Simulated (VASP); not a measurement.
Si, 3 atoms in the cell. It takes space group P6/mmm (No. 191, hexagonal). The conventional cell has a = 4.546 Å, b = 4.546 Å, c = 2.606 Å, α = 90.00°, β = 90.00°, γ = 120.00°. Within 3.4 Å of Si (site symmetry 6/mmm) lie 14 Si at 2.61 to 2.93 Å. Within 3.4 Å of Si (site symmetry -6m2) lie 11 Si at 2.61 to 2.93 Å. This isn't the form of Si at room conditions, which is diamond.

| Property | Result |
| --- | --- |
| Program | VASP 6.6.1 |
| Task | single point |
| Functional | r2SCAN |
| Potentials or basis | VASP PAW PBE potentials, release 64 (Si) |
| Cutoff | 550 eV |
| k mesh | 9 × 9 × 14 |
| Occupations | fermi-dirac, width 0.1 eV |
| Spin | no spin polarisation |
| Dipole correction | no |
| Further INCAR settings | ALGO = Normal; EDIFF = 1e-06; NBANDS = 13 |

Potentials or basis: VASP PAW PBE potentials, release 64 (Si).

The run is started by

```bash
$ cat potpaw_PBE.64/Si/POTCAR > POTCAR
$ cp INCAR.step1 INCAR
$ mpirun -np 1 vasp_std > vasp.out
$ cp INCAR.step2 INCAR
$ mpirun -np 1 vasp_std > vasp.out
```

Hardware: 1 thread of Intel Xeon 8259CL, with other jobs on the host.

Problem. Estimate the wall time of this run.

Solution. Wall time 3 min on 1 thread of Intel Xeon 8259CL, on a shared host, peak memory 0.19 GiB. Counts: k points 96.
